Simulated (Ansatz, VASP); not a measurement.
# In in VASP and in Ansatz

File POSCAR:

```
In
1.0
    3.3354847820      0.0000000000      0.0000000000
   -1.6677423910      2.8886145552      0.0000000000
    0.0000000000      0.0000000000      5.5091429200
In
2
Direct
    0.3333333333      0.6666666667      0.2500000000
    0.6666666667      0.3333333333      0.7500000000
```

Contents of INCAR.step1:

```
SYSTEM = In
  PREC = Accurate
  ENCUT = 520
  ISMEAR = 0
  SIGMA = 0.15
  LREAL = .False.
  LASPH = .True.
  NELM = 100
  NBANDS = 20
  GGA = PE
  ALGO = Normal
  EDIFF = 1E-4
  LWAVE = .True.
  LCHARG = .False.
```

The input INCAR.step2:

```
SYSTEM = In
  PREC = Accurate
  ENCUT = 520
  EDIFF = 1E-7
  ISMEAR = 0
  SIGMA = 0.15
  LREAL = .False.
  LASPH = .True.
  NELM = 100
  ALGO = Normal
  ISIF = 2
  LWAVE = .False.
  LCHARG = .False.
  METAGGA = R2SCAN
  LMIXTAU = .True.
  NBANDS = 20
  ISTART = 1
```

File KPOINTS:

```
Automatic mesh
0
Gamma
  18 18 10
  0 0 0
```

Input for Ansatz:

```yaml
crystal:
  lattice:
    - [3.335484782, 0.0, 0.0]
    - [-1.667742391, 2.8886145552, 0.0]
    - [0.0, 0.0, 5.50914292]
  atoms:
    - { symbol: In, position: [0.3333333333, 0.6666666667, 0.25] }
    - { symbol: In, position: [0.6666666667, 0.3333333333, 0.75] }
basis:
  ecutwfc: 500
kpoints:
  mp_grid: { grid: [18, 18, 10] }
hamiltonian:
  xc: r2scan
scf:
  occupations: { method: gaussian, width: 0.15 }
output:
  forces: true
  stress: true
  eigenvalues: true
```

Alike in both runs: task single point; functional r2SCAN; k mesh 18 × 18 × 10; occupations gaussian, width 0.15 eV; no spin polarisation.

|  | VASP | Ansatz |
| --- | --- | --- |
| version | VASP 6.6.1 | Ansatz 0.2.0 |
| potentials or method | VASP PAW PBE potentials, release 64 (In_d), cutoff 520 eV | scalar-relativistic, plane waves, PAW |
| valence electrons in the cell | 26 | 26 |

```csv
,VASP,Ansatz,Ansatz less VASP
gap on the k mesh at the Fermi level (eV),none,none,-
pressure (GPa),-0.1,-0.1,-0.03
"traceless stress, the component that is largest in VASP (GPa)",-0.14,-0.14,-0.003
```

VASP's potentials were made for PBE, not for r2SCAN. A gap of «none» marks a metal or a gap that the smearing closes.
